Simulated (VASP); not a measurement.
# TiC (rocksalt type) (Fm-3m) in VASP: a series of runs, part 2 of 2

VASP 6.6.1.

### Step 3. Relaxation of cell and atoms, PBE

This run uses another cell than the first one, of 10.00 Å³/atom, 1.057 times its volume.

INCAR reads:

```
PREC = Accurate
ENCUT = 600
EDIFF = 1E-6
ISMEAR = -1
SIGMA = 0.08
LREAL = False
LASPH = True
NELM = 80
ALGO = Normal
ISIF = 3
LWAVE = False
LCHARG = False
GGA = PE
IBRION = 2
NSW = 60
EDIFFG = -0.005
```

KPOINTS reads:

```
Automatic mesh
0
Gamma
  16 16 16
```

POSCAR reads:

```
TiC
1.0
    0.0000000000      2.1544346900      2.1544346900
    2.1544346900      0.0000000000      2.1544346900
    2.1544346900      2.1544346900      0.0000000000
Ti C
1 1
Direct
    0.0000000000      0.0000000000      0.0000000000
    0.5000000000      0.5000000000      0.5000000000
```

Potentials or basis: VASP PAW PBE potentials, release 64 (Ti_sv, C).

Command:

```console
> cat potpaw_PBE.64/Ti_sv/POTCAR potpaw_PBE.64/C/POTCAR > POTCAR
> mpirun -np 1 vasp_std > vasp.out
```

OUTCAR:

```text
PREC = Accurate
   ENCUT = 600
   EDIFF = 1E-6
   ISMEAR = -1
   LREAL = False
   LASPH = True
   NELM = 80
   ISIF = 3
   GGA = PE
   IBRION = 2
   NSW = 60
   EDIFFG = -0.005

 ion  position               nearest neighbor table
   1  0.000  0.000  0.000-   2 2.15   2 2.15   2 2.15   2 2.15   2 2.15   2 2.15
   2  0.500  0.500  0.500-   1 2.15   1 2.15   1 2.15   1 2.15   1 2.15   1 2.15

  LATTYP: Found a face centered cubic cell.
 ALAT       =     4.3088693800

  Lattice vectors:

 A1 = (   0.0000000000,   2.1544346900,   2.1544346900)
 A2 = (   2.1544346900,   0.0000000000,   2.1544346900)
 A3 = (   2.1544346900,   2.1544346900,   0.0000000000)

Analysis of symmetry for initial positions (statically):
=====================================================================
 Subroutine PRICEL returns:
 Original cell was already a primitive cell.

 Routine SETGRP: Setting up the symmetry group for a
 face centered cubic supercell.

 Subroutine GETGRP returns: Found 48 space group operations
 (whereof 48 operations were pure point group operations)
 out of a pool of 48 trial point group operations.

The static configuration has the point symmetry O_h .

Analysis of symmetry for dynamics (positions and initial velocities):
[... 168 lines left out ...]
  in kB       44.3067098     44.3067098     44.3067098     -0.0000000     -0.0000000     -0.0000000
  external PRESSURE =      44.3067098 kB  Pullay stress =       0.0000000 kB
[... 59 lines left out ...]
--------------------------------------- Ionic step        3  -------------------------------------------

 number of electron      16.0000000 magnetization

 Free energy of the ion-electron system (eV)
  ---------------------------------------------------
  ext. energy  EPLUGINS =         0.00000000
  ---------------------------------------------------
  free energy    TOTEN  =       -18.71240513 eV

  energy without entropy =      -18.70561795  energy(sigma->0) =      -18.70901154

 E-fermi :   9.3898     XC(G=0): -12.6891

 val. band max:        9.3891164168   @ k =   0.1250   0.1250   0.0000
 cond. band min:       9.3983382657   @ k =   0.1250   0.0625   0.0000
 fundamental gap:      0.0092218490
 Fermi energy:         9.3897796265

 k-point     1 :       0.0000    0.0000    0.0000
  band No.  band energies     occupation
      1     -47.2015      2.00000
      2     -23.2270      2.00000
      3     -23.2270      2.00000
      4     -23.2270      2.00000
      5      -2.9961      2.00000
      6      10.0853      0.00034
      7      10.0853      0.00034
      8      10.0853      0.00034
      9      11.0671      0.00000
     10      11.0671      0.00000
     11      11.0671      0.00000
     12      11.1014      0.00000
[... 331 lines left out ...]
 k-point    24 :      -0.0625    0.0625    0.0000
  band No.  band energies     occupation
      1     -47.1943      2.00000
      2     -23.2733      2.00000
      3     -23.2399      2.00000
      4     -23.2282      2.00000
      5      -2.7639      2.00000
      6       9.1751      1.87211
      7       9.3606      1.18067
      8       9.3681      1.13495
      9      10.1956      0.00008
     10      10.7688      0.00000
     11      11.6554      0.00000
     12      12.2102      0.00000

 [... further k-points ...]
[... 5 lines left out ...]
  --------------------------------------------------------------------------------------
  -------------------------------------------------------------------------------------
  Total       -0.0030263     -0.0030263     -0.0030263      0.0000000      0.0000000     -0.0000000
  in kB       -0.2382628     -0.2382628     -0.2382628      0.0000000      0.0000000     -0.0000000
  external PRESSURE =      -0.2382628 kB  Pullay stress =       0.0000000 kB
[... 17 lines left out ...]
  FREE ENERGIE OF THE ION-ELECTRON SYSTEM (eV)
  ---------------------------------------------------
  free  energy   TOTEN  =       -18.7124051348 eV

  energy  without entropy=      -18.7056179533  energy(sigma->0) =      -18.70901154

 reached required accuracy - stopping structural energy minimisation
```

OSZICAR:

```text
N       E                     dE             d eps       ncg     rms          rms(c)
DAV:   1     0.127565951831E+03    0.12757E+03   -0.92538E+03  3480   0.176E+03
DAV:   2    -0.133397315928E+02   -0.14091E+03   -0.13448E+03  3644   0.403E+02
DAV:   3    -0.237156079946E+02   -0.10376E+02   -0.99651E+01  4552   0.102E+02
[... 32 lines left out ...]
DAV:   6    -0.187122938440E+02   -0.56212E-03   -0.13287E-03  4836   0.191E-01    0.616E-02
DAV:   7    -0.187123996782E+02   -0.10583E-03   -0.15425E-04  4056   0.122E-01    0.428E-03
DAV:   8    -0.187124033239E+02   -0.36457E-05   -0.25586E-05  4700   0.371E-02    0.637E-03
DAV:   9    -0.187124047341E+02   -0.14102E-05   -0.17286E-06  2908   0.127E-02    0.156E-03
DAV:  10    -0.187124051348E+02   -0.40077E-06   -0.47391E-07  1896   0.549E-03
   3 F= -.18712405E+02 E0= -.18709012E+02  d E =-.476705E-02
```

CONTCAR:

```text
TiC
   1.00000000000000
    -0.0000000000000000    2.1669344735029044    2.1669344735029044
     2.1669344735029044   -0.0000000000000000    2.1669344735029044
     2.1669344735029044    2.1669344735029044    0.0000000000000000
  Ti              C
     1     1
Direct
     0.0000000000000000    0.0000000000000000    0.0000000000000000
     0.5000000000000000    0.5000000000000000    0.5000000000000000

  0.00000000E+00  0.00000000E+00  0.00000000E+00
  0.00000000E+00  0.00000000E+00  0.00000000E+00
```

Run time: 45 s. Hardware: 1 thread of Intel Xeon Platinum 8488C (Sapphire Rapids), shared host; peak memory 0.18 GiB.

What came out:

```yaml
Free_energy: -18.7124 eV
Relaxed_volume: 10.18 Å³/atom
Relaxed_cell: a = 3.065 Å, b = 3.065 Å, c = 3.065 Å, α = 60.00°, β = 60.00°, γ = 60.00°
Space_group_after_relaxing_to_0.05_Å: Fm-3m (No. 225)
Energy_gained_by_relaxing: 2.4 meV/atom
Ionic_steps: 3
Pressure_after_relaxing: 0.0 GPa
Band_gap_on_the_k_mesh: zero (band 8 reaches 10.09 eV, above the bottom of band 9 at 8.99 eV)
```

Step by step:
```csv
step,energy change (eV),largest force (eV/Å),pressure (GPa),volume (Å³)
1,0.0000,0.0000,4.43,20.00
2,0.0031,0.0000,-5.32,20.81
3,-0.0048,0.0000,-0.02,20.35
```

Final structure:
```cif
data_structure
_symmetry_space_group_name_H-M 'P 1'
_symmetry_Int_Tables_number 1
_cell_length_a 3.0645
_cell_length_b 3.0645
_cell_length_c 3.0645
_cell_angle_alpha 60.000
_cell_angle_beta 60.000
_cell_angle_gamma 60.000
_cell_volume 20.35
loop_
_atom_site_label
_atom_site_type_symbol
_atom_site_fract_x
_atom_site_fract_y
_atom_site_fract_z
_atom_site_occupancy
Ti1 Ti 0.00000 0.00000 0.00000 1
C1 C 0.50000 0.50000 0.50000 1
```

Levels at points of the mesh, in eV from the Fermi level:
```
           k point  band 4  band 5  band 6  band 7  band 8  band 9  band 10  band 11  band 12
(0.00, 0.00, 0.00)  -32.62  -12.39    0.70    0.70    0.70    1.68     1.68     1.68     1.71
(0.50, 0.00, 0.00)  -32.66   -8.92   -5.83   -2.89   -2.89    2.91     2.91     4.09     8.14
(0.50, 0.50, 0.00)  -32.78  -10.11   -3.43   -1.61   -0.03   -0.03     2.70     3.51     3.51
```
